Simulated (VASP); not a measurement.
Input of a VASP 6.6.1 run:

File INCAR:

```
PREC     = Accurate       # precision mode
ENCUT    = 520            # plane-wave cutoff, eV
EDIFF    = 1E-6           # SCF threshold, eV
ISMEAR   = 0              # smearing method
SIGMA    = 0.03           # smearing width, eV
LREAL    = False          # projectors in reciprocal space
LASPH    = True           # aspherical terms in the spheres
NELM     = 100            # most SCF steps
ALGO     = Normal         # electronic algorithm
ISIF     = 2              # what is computed and relaxed
LWAVE    = False          # write WAVECAR
LCHARG   = True           # write CHGCAR
GGA      = PE             # functional
LELF     = True           # ELF
LVHAR    = True         
NBANDS   = 17             # bands
```

File KPOINTS:

```
regular mesh
0
Gamma
  10 10 10
```

Contents of POSCAR:

```
SnTe
1.0
    0.0000000000      3.1722825000      3.1565000000
    3.1565000000      0.0000000000      3.1565000000
    3.1565000000      3.1722825000      0.0000000000
Sn Te
1 1
Direct
    0.0000000000      0.0000000000      0.0000000000
    0.5000000000      0.5000000000      0.5000000000
```

Potentials or basis: VASP PAW PBE potentials, release 64 (Sn_d, Te).

Command:

```console
$ cat potpaw_PBE.64/Sn_d/POTCAR potpaw_PBE.64/Te/POTCAR > POTCAR
$ mpirun -np 1 vasp_std > vasp.out
```

Question: What does it give for the pressure?

Answer: 1.7 GPa.

Question: What does it give for the band gap on the k mesh?

Answer: 0.07 eV, direct.

Stress tensor (GPa, compression positive):
```
1.92 0.00 0.00
0.00 1.28 0.00
0.00 0.00 1.92
```

Caveat: the cell differs from its parent crystal (strain +0.0050 x Voigt [0, 1, 0, 0, 0, 0]); spin-orbit coupling is left out, which moves the levels of the heavy elements. A k mesh can miss the band edges.
